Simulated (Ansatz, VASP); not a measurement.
One calculation of HfB, two programs

File INCAR:

```
SYSTEM = HfB
ALGO = Normal
EDIFF = 1E-6
EDIFFG = -0.04
ENCUT = 600
GGA = PE
IBRION = 2
ISIF = 3
ISMEAR = 0
LASPH = .True.
LCHARG = .False.
LREAL = .False.
LWAVE = .False.
NELM = 60
NSW = 90
PREC = Accurate
SIGMA = 0.1
```

KPOINTS

```
k-points
0
Gamma
  6 6 6
  0 0 0
```

The input POSCAR:

```
HfB
1.0
    2.9726464400      0.0000000000      0.0000000000
   -1.4863232200      2.5743873400      0.0000000000
    0.0000000000      0.0000000000      2.8940049500
Hf B
1 1
Direct
    0.0000000000      0.0000000000      0.0000000000
    0.6666666700      0.3333333300      0.5000000000
```

Input for Ansatz:

```yaml
crystal:
  lattice:
    - [2.97264644, 0.0, 0.0]
    - [-1.48632322, 2.57438734, 0.0]
    - [0.0, 0.0, 2.89400495]
  atoms:
    - { symbol: Hf, position: [0.0, 0.0, 0.0] }
    - { symbol: B, position: [0.66666667, 0.33333333, 0.5] }
basis:
  ecutwfc: 420
kpoints:
  mp_grid: { grid: [6, 6, 6] }
hamiltonian:
  xc: pbe
scf:
  occupations: { method: gaussian, width: 0.1 }
  lower_state_search: "off"
output:
  forces: true
  stress: true
  eigenvalues: true
relax:
  adjacent_minimum: "off"
  f_tol: 0.04
  max_steps: 70
  cell: { stress_tol: 0.4 }
```

Change from the starting cell: species swapped into the WC type (P-6m2, No. 187).

Alike in both runs: task relaxation of cell and atoms; functional PBE; k mesh 6 × 6 × 6; occupations gaussian, width 0.1 eV; no spin polarisation.

|  | VASP | Ansatz |
| --- | --- | --- |
| version | VASP 6.6.1 | Ansatz 0.2.0 |
| potentials or method | VASP PAW PBE potentials, release 64 (Hf_pv, B), cutoff 600 eV | scalar-relativistic, plane waves, PAW |
| valence electrons in the cell | 13 | 29 |

Ansatz gave:

* gap on the k mesh at the Fermi level, each at its own relaxed structure (eV): none
* relaxed volume (Å³/atom): 15.10
* relaxed cell length with the largest relative difference (Å): 2.893

Task: What did VASP give for the same quantities?

Result: gap on the k mesh at the Fermi level, each at its own relaxed structure (eV): none; relaxed volume (Å³/atom): 15.09; relaxed cell length with the largest relative difference (Å): 2.880.

A gap of «none» marks a metal or a gap that the smearing closes. VASP's potentials hold 13 valence electrons a cell and Ansatz's 29, so a difference there can come from the potentials and not from the codes.

The k mesh is coarse, so the values compare programs but aren't converged. Neither program's run includes spin-orbit coupling. Noted on VASP's run: the volume moved by over 15 % at a fixed basis, so the end points are rough.
